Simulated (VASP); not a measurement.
# Hg (I4/mmm) in VASP: notebook

Hg is run at these levels: PBE+D3(BJ); tasks: single point.

Everything below comes from runs of VASP 6.6.1. Logs are shortened: lines on timing, memory, paths and dates and some standing lists are left out, and cuts for length are marked.

## 1. The cell of the first run

It takes space group I4/mmm (No. 139, tetragonal). The conventional cell has a = 3.014 Å, b = 3.014 Å, c = 6.027 Å, α = 90.00°, β = 90.00°, γ = 90.00°. Within 4.0 Å of Hg (site symmetry 4/mmm) lie 12 Hg at 3.01 to 3.69 Å.

## 2. Single point, PBE+D3(BJ)

File INCAR:

```
PREC     = Accurate       # precision mode
ENCUT    = 520            # plane-wave cutoff, eV
EDIFF    = 1E-7           # SCF threshold, eV
ISMEAR   = 0              # smearing method
SIGMA    = 0.15           # smearing width, eV
LREAL    = F              # projectors in reciprocal space
LASPH    = T              # aspherical terms in the spheres
NELM     = 60             # most SCF steps
ALGO     = Fast           # electronic algorithm
ISIF     = 2              # what is computed and relaxed
LWAVE    = F              # write WAVECAR
LCHARG   = T              # write CHGCAR
GGA      = PE             # functional
IVDW     = 12             # dispersion correction
LELF     = T              # ELF
LVHAR    = T            
NBANDS   = 12             # bands
```

File KPOINTS:

```
Automatic mesh
0
Gamma
  20 20 20
```

File POSCAR:

```
Hg
1.0
    0.0000000000      2.1310580592      3.0133160957
    2.1310580592      0.0000000000      3.0133160957
    2.1310580592      2.1310580592      0.0000000000
Hg
1
Direct
    0.0000000000      0.0000000000      0.0000000000
```

Potentials or basis: VASP PAW PBE potentials, release 64 (Hg).

On the command line:

```bash
cat potpaw_PBE.64/Hg/POTCAR > POTCAR
mpirun -np 1 vasp_std > vasp.out
```

OUTCAR:

```text
PREC = Accurate
   ENCUT = 520
   EDIFF = 1E-7
   ISMEAR = 0
   LREAL = F
   LASPH = T
   NELM = 60
   ISIF = 2
   GGA = PE
   IVDW = 12
 IVDW          = 12

 ion  position               nearest neighbor table
   1  0.000  0.000  0.000-

  LATTYP: Found a body centered tetragonal cell.
 ALAT       =     3.0137712095
 C/A-ratio  =     1.9996979772

  Lattice vectors:

 A1 = (  -2.1310580592,   0.0000000000,   3.0133160957)
 A2 = (   2.1310580592,   0.0000000000,   3.0133160957)
 A3 = (   0.0000000000,   2.1310580592,  -3.0133160957)

Analysis of symmetry for initial positions (statically):
=====================================================================
 Subroutine PRICEL returns:
 Original cell was already a primitive cell.

 Routine SETGRP: Setting up the symmetry group for a
 body centered tetragonal supercell.

 Subroutine GETGRP returns: Found 16 space group operations
 (whereof 16 operations were pure point group operations)
 out of a pool of 16 trial point group operations.

The static configuration has the point symmetry D_4h.

Analysis of symmetry for dynamics (positions and initial velocities):
=====================================================================
 Subroutine PRICEL returns:
 Original cell was already a primitive cell.

 Routine SETGRP: Setting up the symmetry group for a
 body centered tetragonal supercell.

 Subroutine GETGRP returns: Found 16 space group operations
 (whereof 16 operations were pure point group operations)
 out of a pool of 16 trial point group operations.

The dynamic configuration has the point symmetry D_4h.

 Subroutine INISYM returns: Found 16 space group operations
 (whereof 16 operations are pure point group operations),
 and found     1 'primitive' translations

----------------------------------------------------------------------------------------

                                     Primitive cell

  volume of cell :      27.3694

  direct lattice vectors                    reciprocal lattice vectors
     0.000000000  2.131058059  3.013316096    -0.234625236  0.234625236  0.165930153
     2.131058059  0.000000000  3.013316096     0.234625236 -0.234625236  0.165930153
     2.131058059  2.131058059  0.000000000     0.234625236  0.234625236 -0.165930153

  length of vectors
     3.690729243  3.690729243  3.013771210     0.370986278  0.370986278  0.370986278

  position of ions in fractional coordinates (direct lattice)
     0.000000000  0.000000000  0.000000000

  ion indices of the primitive-cell ions
[... 82 lines left out ...]
   POTIM  = 0.5000    time-step for ionic-motion
   TEBEG  =    0.0;   TEEND  =   0.0 temperature during run
   PSTRESS=    0.0 pullay stress
   NELECT =      12.0000    total number of electrons
   NUPDOWN=      -1.0000    fix difference up-down
   EMIN   =  10.00;   EMAX   =-10.00  energy-range for DOS
   EFERMI =   0.00;   METHOD = LEGACY
   ISMEAR =     0;   SIGMA  =   0.15  broadening in eV -4-tet -1-fermi 0-gaus
   EFERMI_NEDOS =   21; number of points for ismear=-14 and -15
   IALGO  =     68    algorithm
   IMIX   =      4    mixing-type and parameters
     AMIX     =   0.40;   BMIX     =  1.00
     AMIX_MAG =   1.60;   BMIX_MAG =  1.00
  volume/ion in A,a.u.               =      27.37       184.70
  Fermi-wavevector in a.u.,A,eV,Ry     =   1.243694  2.350241 21.045144  1.546774
  Thomas-Fermi vector in A             =   2.377993
   LORBIT       =      0    0 simple, 1 ext, 2 COOP (PROOUT), +10 PAW based schemes
   GGA     = PE    functional components
   LHFCALC =     F    Hartree Fock is set to
   AEXX    =    0.0000 exact exchange contribution
   IVDW    =    12    specifies the selected vdW correction
   LEPSILON=     F    determine dielectric tensor
   LRPA    =     F    only Hartree local field effects (RPA)
 non-spin polarized calculation
 RMM-DIIS sequential band-by-band and
 Gauss-broadening in eV      SIGMA  =   0.15
  energy-cutoff  :      520.00
  volume of cell :       27.37
 maximum number of plane-waves:       759
   NGX = 13   NGY = 13   NGZ = 11

 number of electron      12.0000000 magnetization

 Free energy of the ion-electron system (eV)
  ---------------------------------------------------
  ext. energy  EPLUGINS =         0.00000000
  ---------------------------------------------------
  free energy    TOTEN  =        -0.15234367 eV

  energy without entropy =       -0.14928502  energy(sigma->0) =       -0.15081435

 E-fermi :   1.7851     XC(G=0): -10.0254

 val. band max:        1.7823765092   @ k =  -0.4500   0.3500   0.0000
 cond. band min:       1.8196393000   @ k =   0.5000   0.0500   0.4500
 fundamental gap:      0.0372627908
 Fermi energy:         1.7851330471

 k-point     1 :       0.0000    0.0000    0.0000
  band No.  band energies     occupation
      1      -6.4175      2.00000
      2      -5.8854      2.00000
      3      -5.1388      2.00000
      4      -4.4951      2.00000
      5      -4.4951      2.00000
      6      -4.0124      2.00000
      7      11.6764      0.00000
      8      15.5588      0.00000
      9      15.5588      0.00000
     10      16.1294      0.00000
     11      16.4645      0.00000
     12      16.9030      0.00000
[... 331 lines left out ...]
 k-point    24 :      -0.3500    0.0500    0.0000
  band No.  band energies     occupation
      1      -5.7638      2.00000
      2      -5.3566      2.00000
      3      -4.5768      2.00000
      4      -4.2923      2.00000
      5      -4.2453      2.00000
      6      -2.1463      2.00000
      7       3.8441      0.00000
      8       8.9293      0.00000
      9      13.4593      0.00000
     10      17.3704      0.00000
     11      17.3725      0.00000
     12      20.4642      0.00000

 [... further k-points ...]

------------------------ aborting loop because EDIFF is reached ----------------------------------------

 Edisp (eV)   -0.38505

 E8    (eV) :    -0.1756

  FORCE on cell =-STRESS in cart. coord.  units (eV):
  Direction    XX          YY          ZZ          XY          YZ          ZX
  --------------------------------------------------------------------------------------
  -------------------------------------------------------------------------------------
  Total      -0.02592    -0.02592    -0.38159     0.00000     0.00000     0.00000
  in kB      -1.51735    -1.51735   -22.33798     0.00000     0.00000     0.00000
  external pressure =       -8.46 kB  Pullay stress =        0.00 kB

 VOLUME and BASIS-vectors are now :
 -----------------------------------------------------------------------------
  energy-cutoff  :      520.00
  volume of cell :       27.37
      direct lattice vectors                 reciprocal lattice vectors
     0.000000000  2.131058059  3.013316096    -0.234625236  0.234625236  0.165930153
     2.131058059  0.000000000  3.013316096     0.234625236 -0.234625236  0.165930153
     2.131058059  2.131058059  0.000000000     0.234625236  0.234625236 -0.165930153

 POSITION                                       TOTAL-FORCE (eV/Angst)
 -----------------------------------------------------------------------------------
      0.00000      0.00000      0.00000         0.000000     -0.000000      0.000000
 -----------------------------------------------------------------------------------
    total drift:                                0.000000     -0.000000     -0.000000

  FREE ENERGIE OF THE ION-ELECTRON SYSTEM (eV)
  ---------------------------------------------------
  free  energy   TOTEN  =        -0.5373980501 eV

  energy  without entropy=       -0.5343393967  energy(sigma->0) =       -0.53586872
```

Wall time 80 s (1 thread of Intel Xeon 6975P-C (Granite Rapids), shared host); peak memory 0.32 GiB.

Results:

```yaml
Free_energy: -0.5374 eV
Pressure: -0.8 GPa
Band_gap_on_the_k_mesh: zero (bands 6 and 7 overlap by 3.42 eV)
Dispersion_energy_per_atom: -0.385 eV
```

Levels at points of the mesh, in eV from the Fermi level:
```csv
k point,band 3,band 4,band 5,band 6,band 7,band 8,band 9,band 10
"(0.00, 0.00, 0.00)",-6.92,-6.28,-6.28,-5.80,9.89,13.77,13.77,14.34
"(0.50, 0.00, 0.00)",-6.42,-5.98,-5.88,-1.59,-0.97,6.76,11.39,15.23
"(0.50, 0.50, 0.00)",-5.90,-5.90,-5.74,-3.37,-1.52,10.02,10.02,13.92
"(0.50, 0.00, 0.50)",-6.40,-6.03,-5.18,1.54,1.93,4.78,6.61,9.79
```

Caveat: spin-orbit coupling is left out, which moves the levels of the heavy elements.

## 3. Single point, PBE+D3(BJ)

This run uses another cell than the first one, of the same volume but with other edges.

File INCAR:

```
SYSTEM = Hg
ALGO = Fast ; EDIFF = 1E-6
ENCUT = 520 ; GGA = PE
ISIF = 2 ; ISMEAR = 0
IVDW = 12 ; LASPH = .TRUE.
LCHARG = .TRUE. ; LELF = .TRUE.
LREAL = .FALSE. ; LVHAR = .TRUE.
LWAVE = .FALSE. ; NBANDS = 12
NELM = 80 ; PREC = Accurate
SIGMA = 0.15
```

File KPOINTS:

```
k-points
0
G
  20 20 20
  0 0 0
```

File POSCAR:

```
Hg
1.0
    0.0000000000      2.5250623701      2.1463030146
    2.5250623701      0.0000000000      2.1463030146
    2.5250623701      2.5250623701      0.0000000000
Hg
1
Direct
    0.0000000000      0.0000000000      0.0000000000
```

Potentials or basis: VASP PAW PBE potentials, release 64 (Hg).

On the command line:

```bash
cat potpaw_PBE.64/Hg/POTCAR > POTCAR
mpirun -np 1 vasp_std > vasp.out
```

OUTCAR:

```text
SYSTEM = Hg
   EDIFF = 1E-6
   ENCUT = 520
   GGA = PE
   ISIF = 2
   ISMEAR = 0
   IVDW = 12
   LASPH = .TRUE.
   LREAL = .FALSE.
   NELM = 80
   PREC = Accurate
 IVDW          = 12

 ion  position               nearest neighbor table
   1  0.000  0.000  0.000-

  LATTYP: Found a body centered tetragonal cell.
 ALAT       =     3.5709774496
 C/A-ratio  =     1.2020815280

  Lattice vectors:

 A1 = (   0.0000000000,  -2.5250623701,  -2.1463030146)
 A2 = (   0.0000000000,   2.5250623701,  -2.1463030146)
 A3 = (   2.5250623701,   0.0000000000,   2.1463030146)

Analysis of symmetry for initial positions (statically):
=====================================================================
 Subroutine PRICEL returns:
 Original cell was already a primitive cell.

 Routine SETGRP: Setting up the symmetry group for a
 body centered tetragonal supercell.

 Subroutine GETGRP returns: Found 16 space group operations
 (whereof 16 operations were pure point group operations)
 out of a pool of 16 trial point group operations.

The static configuration has the point symmetry D_4h.

Analysis of symmetry for dynamics (positions and initial velocities):
=====================================================================
 Subroutine PRICEL returns:
 Original cell was already a primitive cell.

 Routine SETGRP: Setting up the symmetry group for a
 body centered tetragonal supercell.

 Subroutine GETGRP returns: Found 16 space group operations
 (whereof 16 operations were pure point group operations)
 out of a pool of 16 trial point group operations.

The dynamic configuration has the point symmetry D_4h.

 Subroutine INISYM returns: Found 16 space group operations
 (whereof 16 operations are pure point group operations),
 and found     1 'primitive' translations

----------------------------------------------------------------------------------------

                                     Primitive cell

  volume of cell :      27.3694

  direct lattice vectors                    reciprocal lattice vectors
     0.000000000  2.525062370  2.146303015    -0.198014911  0.198014911  0.232958719
     2.525062370  0.000000000  2.146303015     0.198014911 -0.198014911  0.232958719
     2.525062370  2.525062370  0.000000000     0.198014911  0.198014911 -0.232958719

  length of vectors
[... 115 lines left out ...]
  volume of cell :       27.37
 maximum number of plane-waves:       764
 NGX is ok and might be reduce to    28

 number of electron      11.9999999 magnetization

 Free energy of the ion-electron system (eV)
  ---------------------------------------------------
  ext. energy  EPLUGINS =         0.00000000
  ---------------------------------------------------
  free energy    TOTEN  =        -0.17027969 eV

  energy without entropy =       -0.16786266  energy(sigma->0) =       -0.16907118

 E-fermi :   1.5493     XC(G=0): -10.0523

 val. band max:        1.5376057710   @ k =  -0.4500   0.0500   0.5000
 cond. band min:       1.5537910901   @ k =  -0.4500   0.3500   0.0000
 fundamental gap:      0.0161853191
 Fermi energy:         1.5492894016

 k-point     1 :       0.0000    0.0000    0.0000
  band No.  band energies     occupation
      1      -6.2493      2.00000
      2      -5.0392      2.00000
      3      -5.0392      2.00000
      4      -4.7159      2.00000
      5      -4.5990      2.00000
      6      -4.2795      2.00000
      7      15.1413      0.00000
      8      15.2188      0.00000
      9      15.3804      0.00000
     10      15.3804      0.00000
     11      18.9198      0.00000
     12      18.9224      0.00000
[... 331 lines left out ...]
 k-point    24 :      -0.3500    0.0500    0.0000
  band No.  band energies     occupation
      1      -5.4957      2.00000
      2      -5.0739      2.00000
      3      -4.6658      2.00000
      4      -4.2494      2.00000
      5      -4.1617      2.00000
      6      -2.6918      2.00000
      7       4.2482      0.00000
      8      12.2713      0.00000
      9      12.8333      0.00000
     10      15.2503      0.00000
     11      16.4535      0.00000
     12      17.1308      0.00000

 [... further k-points ...]

------------------------ aborting loop because EDIFF is reached ----------------------------------------

 Edisp (eV)   -0.38312

 E8    (eV) :    -0.1741

  FORCE on cell =-STRESS in cart. coord.  units (eV):
  Direction    XX          YY          ZZ          XY          YZ          ZX
  --------------------------------------------------------------------------------------
  -------------------------------------------------------------------------------------
  Total      -0.15896    -0.15896    -0.27344     0.00000     0.00000     0.00000
  in kB      -9.30563    -9.30563   -16.00713     0.00000     0.00000     0.00000
  external pressure =      -11.54 kB  Pullay stress =        0.00 kB

 VOLUME and BASIS-vectors are now :
 -----------------------------------------------------------------------------
  energy-cutoff  :      520.00
  volume of cell :       27.37
      direct lattice vectors                 reciprocal lattice vectors
     0.000000000  2.525062370  2.146303015    -0.198014911  0.198014911  0.232958719
     2.525062370  0.000000000  2.146303015     0.198014911 -0.198014911  0.232958719
     2.525062370  2.525062370  0.000000000     0.198014911  0.198014911 -0.232958719

 POSITION                                       TOTAL-FORCE (eV/Angst)
 -----------------------------------------------------------------------------------
      0.00000      0.00000      0.00000         0.000000      0.000000      0.000000
 -----------------------------------------------------------------------------------
    total drift:                               -0.000000     -0.000000     -0.000000

  FREE ENERGIE OF THE ION-ELECTRON SYSTEM (eV)
  ---------------------------------------------------
  free  energy   TOTEN  =        -0.5534033144 eV

  energy  without entropy=       -0.5509862878  energy(sigma->0) =       -0.55219480
```

OSZICAR:

```text
N       E                     dE             d eps       ncg     rms          rms(c)
DAV:   1     0.724082838986E+02    0.72408E+02   -0.64333E+03 16080   0.941E+02
DAV:   2     0.112388101176E+01   -0.71284E+02   -0.66779E+02 16820   0.222E+02
DAV:   3    -0.186443039880E+00   -0.13103E+01   -0.13096E+01 18276   0.335E+01
DAV:   4    -0.187739172210E+00   -0.12961E-02   -0.12961E-02 16960   0.112E+00
DAV:   5    -0.187741139381E+00   -0.19672E-05   -0.19673E-05 18172   0.415E-02    0.223E+00
RMM:   6    -0.170900995339E+00    0.16840E-01   -0.30476E-02 15483   0.166E+00    0.176E+00
RMM:   7    -0.170106562924E+00    0.79443E-03   -0.44643E-03 16248   0.547E-01    0.824E-01
RMM:   8    -0.170253172953E+00   -0.14661E-03   -0.67505E-04 16219   0.352E-01    0.435E-02
RMM:   9    -0.170274498031E+00   -0.21325E-04   -0.62347E-05 17362   0.758E-02    0.267E-02
RMM:  10    -0.170279925404E+00   -0.54274E-05   -0.18178E-05 16453   0.549E-02    0.639E-03
RMM:  11    -0.170279688713E+00    0.23669E-06   -0.14863E-06 11983   0.118E-02
   1 F= -.55340331E+00 E0= -.55219480E+00  d E =-.241703E-02
```

Wall time 89 s (1 thread of Intel Xeon 6975P-C (Granite Rapids), shared host); peak memory 0.32 GiB.

What came out:

```
Free energy                : -0.5534 eV
Pressure                   : -1.2 GPa
Band gap on the k mesh     : zero (bands 6 and 7 overlap by 2.33 eV)
Dispersion energy per atom : -0.383 eV
```

Caveat: spin-orbit coupling is left out, which moves the levels of the heavy elements.

(Part 1 of 2 ends here.)

The gap in the log of VASP goes by the Fermi energy; the results here count the filled bands.